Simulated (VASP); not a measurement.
# GaP (hf) (F-43m) in VASP: single point with HF

Aim: the single point of GaP (hf) with HF.

Program: VASP 6.6.1. These are calculated values, not measurements. Logs are shortened: lines on timing, memory, paths and dates and some standing lists are left out, and cuts for length are marked.

### 1 The cell of the first run

It takes space group F-43m (No. 216, cubic). Conventional cell: a = 5.438 Å, b = 5.438 Å, c = 5.438 Å, α = 90.00°, β = 90.00°, γ = 90.00°. Ga (site symmetry -43m) has 4 P at 2.35 Å within 3.1 Å. Within 3.1 Å of P (site symmetry -43m) lie 4 Ga at 2.35 Å.

### 2 Single point, HF

POSCAR reads:

```
GaP
1.0
    0.0000000000      2.7192250995      2.7192250995
    2.7192250995      0.0000000000      2.7192250995
    2.7192250995      2.7192250995      0.0000000000
Ga P
1 1
Direct
    0.0000000000      0.0000000000      0.0000000000
    0.2500000000      0.2500000000      0.2500000000
```

INCAR.step1 reads:

```
SYSTEM = GaP
PREC = Accurate
ENCUT = 400
EDIFF = 1E-5
ISMEAR = 0
SIGMA = 0.01
LREAL = .FALSE.
LASPH = .TRUE.
NELM = 120
ALGO = Normal
ISIF = 2
LWAVE = .TRUE.
LCHARG = .FALSE.
NBANDS = 16
GGA = PE
GGA_COMPAT = .FALSE.
```

INCAR.step2 reads:

```
SYSTEM = GaP
PREC = Accurate
ENCUT = 400
EDIFF = 1E-6
ISMEAR = 0
SIGMA = 0.01
LREAL = .FALSE.
LASPH = .TRUE.
NELM = 120
ALGO = Normal
ISIF = 2
LWAVE = .FALSE.
LCHARG = .FALSE.
GGA = PE
LHFCALC = .TRUE.
AEXX = 1.0
ALDAC = 0.0
AGGAC = 0.0
PRECFOCK = Normal
NBANDS = 16
ISTART = 1
GGA_COMPAT = .FALSE.
```

KPOINTS reads:

```
regular mesh
0
G
  6 6 6
  0 0 0
```

Potentials or basis: VASP PAW PBE potentials, release 64 (Ga_d, P).

Run with:

```sh
cat potpaw_PBE.64/Ga_d/POTCAR potpaw_PBE.64/P/POTCAR > POTCAR
cp INCAR.step1 INCAR
mpirun -np 1 vasp_std > vasp.out
cp INCAR.step2 INCAR
mpirun -np 1 vasp_std > vasp.out
```

OUTCAR:

```text
SYSTEM = GaP
   PREC = Accurate
   ENCUT = 400
   EDIFF = 1E-6
   ISMEAR = 0
   LREAL = .FALSE.
   LASPH = .TRUE.
   NELM = 120
   ISIF = 2
   GGA = PE
   LHFCALC = .TRUE.
   AEXX = 1.0
   PRECFOCK = Normal
   ISTART = 1

 ion  position               nearest neighbor table
   1  0.000  0.000  0.000-   2 2.35   2 2.35   2 2.35   2 2.35
   2  0.250  0.250  0.250-   1 2.35   1 2.35   1 2.35   1 2.35

  LATTYP: Found a face centered cubic cell.
 ALAT       =     5.4384501990

  Lattice vectors:

 A1 = (   0.0000000000,   2.7192250995,   2.7192250995)
 A2 = (   2.7192250995,   0.0000000000,   2.7192250995)
 A3 = (   2.7192250995,   2.7192250995,   0.0000000000)

Analysis of symmetry for initial positions (statically):
=====================================================================
 Subroutine PRICEL returns:
 Original cell was already a primitive cell.

 Routine SETGRP: Setting up the symmetry group for a
 face centered cubic supercell.

 Subroutine GETGRP returns: Found 24 space group operations
 (whereof 24 operations were pure point group operations)
 out of a pool of 48 trial point group operations.

The static configuration has the point symmetry T_d .

Analysis of symmetry for dynamics (positions and initial velocities):
=====================================================================
 Subroutine PRICEL returns:
 Original cell was already a primitive cell.

 Routine SETGRP: Setting up the symmetry group for a
 face centered cubic supercell.

 Subroutine GETGRP returns: Found 24 space group operations
 (whereof 24 operations were pure point group operations)
 out of a pool of 48 trial point group operations.

The dynamic configuration has the point symmetry T_d .

 Subroutine INISYM returns: Found 24 space group operations
 (whereof 24 operations are pure point group operations),
 and found     1 'primitive' translations

----------------------------------------------------------------------------------------

                                     Primitive cell

  volume of cell :      40.2129

  direct lattice vectors                    reciprocal lattice vectors
     0.000000000  2.719225100  2.719225100    -0.183875914  0.183875914  0.183875914
     2.719225100  0.000000000  2.719225100     0.183875914 -0.183875914  0.183875914
     2.719225100  2.719225100  0.000000000     0.183875914  0.183875914 -0.183875914

  length of vectors
     3.845565015  3.845565015  3.845565015     0.318482425  0.318482425  0.318482425

  position of ions in fractional coordinates (direct lattice)
[... 79 lines left out ...]
   TEBEG  =    0.0;   TEEND  =   0.0 temperature during run
   PSTRESS=    0.0 pullay stress
   NELECT =      18.0000    total number of electrons
   NUPDOWN=      -1.0000    fix difference up-down
   EMIN   =  10.00;   EMAX   =-10.00  energy-range for DOS
   EFERMI =   0.00;   METHOD = LEGACY
   ISMEAR =     0;   SIGMA  =   0.01  broadening in eV -4-tet -1-fermi 0-gaus
   EFERMI_NEDOS =   21; number of points for ismear=-14 and -15
   IALGO  =     38    algorithm
   IMIX   =      1    mixing-type and parameters
     AMIX     =   0.40;   BMIX     =  1.00
     AMIX_MAG =   1.60;   BMIX_MAG =  1.00
  volume/ion in A,a.u.               =      20.11       135.69
  Fermi-wavevector in a.u.,A,eV,Ry     =   1.252306  2.366515 21.337618  1.568271
  Thomas-Fermi vector in A             =   2.386213
   LORBIT       =      0    0 simple, 1 ext, 2 COOP (PROOUT), +10 PAW based schemes
   GGA     = PE    functional components
   LHFCALC =     T    Hartree Fock is set to
   PRECFOCK=normal    Normal, Fast or Accurate (Low or Medium for compatibility)
   ENCUT4O =  -1.0   cutoff for four orbital integrals eV
   NKREDX  =     1    reduce k-point grid by
   NKREDY  =     1    reduce k-point grid by
   NKREDZ  =     1    reduce k-point grid by
   AEXX    =    1.0000 exact exchange contribution
   HFSCREEN=    0.0000 screening length (either q_TF or 0.3 A-1)
   HFSCREENC=   0.0000 screening length for correlation (either q_TF or 0.3 A-1)
   ENCUTFOCK=  -1.0 apply spherical cutoff to Coloumb kernel
   IVDW    =     0    specifies the selected vdW correction
   LEPSILON=     F    determine dielectric tensor
   LRPA    =     F    only Hartree local field effects (RPA)
 non-spin polarized calculation
 Gauss-broadening in eV      SIGMA  =   0.01
  energy-cutoff  :      400.00
  volume of cell :       40.21
 maximum number of plane-waves:       745
 NGX is ok and might be reduce to    28
  NGX = 20; NGY = 20; NGZ = 20

 number of electron      18.0000015 magnetization

 Free energy of the ion-electron system (eV)
  ---------------------------------------------------
  ext. energy  EPLUGINS =         0.00000000
  ---------------------------------------------------
  free energy    TOTEN  =       -17.19898467 eV

  energy without entropy =      -17.19898467  energy(sigma->0) =      -17.19898467

 E-fermi :   2.6885     XC(G=0):   0.0000

 val. band max:        2.6118310694   @ k =   0.0000   0.0000   0.0000
 cond. band min:      10.2741819486   @ k =   0.5000   0.5000   0.0000
 fundamental gap:      7.6623508792
 Fermi energy:         2.6885376452

 k-point     1 :       0.0000    0.0000    0.0000
  band No.  band energies     occupation
      1     -21.9689      2.00000
      2     -21.9689      2.00000
      3     -21.9689      2.00000
      4     -21.8459      2.00000
      5     -21.8459      2.00000
      6     -14.9978      2.00000
[... 281 lines left out ...]
      3     -21.9196      2.00000
      4     -21.8623      2.00000
      5     -21.8385      2.00000
      6     -11.0024      2.00000
[... 8 lines left out ...]
     15      23.4957      0.00000
     16      25.4137      0.00000

------------------------ aborting loop because EDIFF is reached ----------------------------------------

  FORCE on cell =-STRESS in cart. coord.  units (eV):
  Direction    XX          YY          ZZ          XY          YZ          ZX
  --------------------------------------------------------------------------------------
  -------------------------------------------------------------------------------------
  Total        1.3896006      1.3896006      1.3896006      0.0000000     -0.0000000     -0.0000000
  in kB       55.3649747     55.3649747     55.3649747      0.0000000     -0.0000000     -0.0000000
  external PRESSURE =      55.3649747 kB  Pullay stress =       0.0000000 kB

 VOLUME and BASIS-vectors are now :
 -----------------------------------------------------------------------------
  energy-cutoff  :      400.00
  volume of cell :       40.21
      direct lattice vectors                 reciprocal lattice vectors
     0.000000000  2.719225100  2.719225100    -0.183875914  0.183875914  0.183875914
     2.719225100  0.000000000  2.719225100     0.183875914 -0.183875914  0.183875914
     2.719225100  2.719225100  0.000000000     0.183875914  0.183875914 -0.183875914

 POSITION                                       TOTAL-FORCE (eV/Angst)
 -----------------------------------------------------------------------------------
      0.00000      0.00000      0.00000        -0.000000     -0.000000     -0.000000
      1.35961      1.35961      1.35961         0.000000      0.000000      0.000000
 -----------------------------------------------------------------------------------
    total drift:                                0.000034      0.000028      0.000019

  FREE ENERGIE OF THE ION-ELECTRON SYSTEM (eV)
  ---------------------------------------------------
  free  energy   TOTEN  =       -17.1989846662 eV

  energy  without entropy=      -17.1989846662  energy(sigma->0) =      -17.19898467
```

Wall time 42 min (1 thread of Intel Xeon Platinum 8259CL at 2.50GHz (Skylake/Cascade Lake), shared host); peak memory 0.17 GiB.

Results:

```
Free energy            : -17.1990 eV
Pressure               : 5.5 GPa
Band gap on the k mesh : 7.66 eV, indirect (least direct gap 9.24 eV)
```

Caveat: the PAW data sets were made with another functional, which shifts forces and pressure a little. A k mesh can miss the band edges.
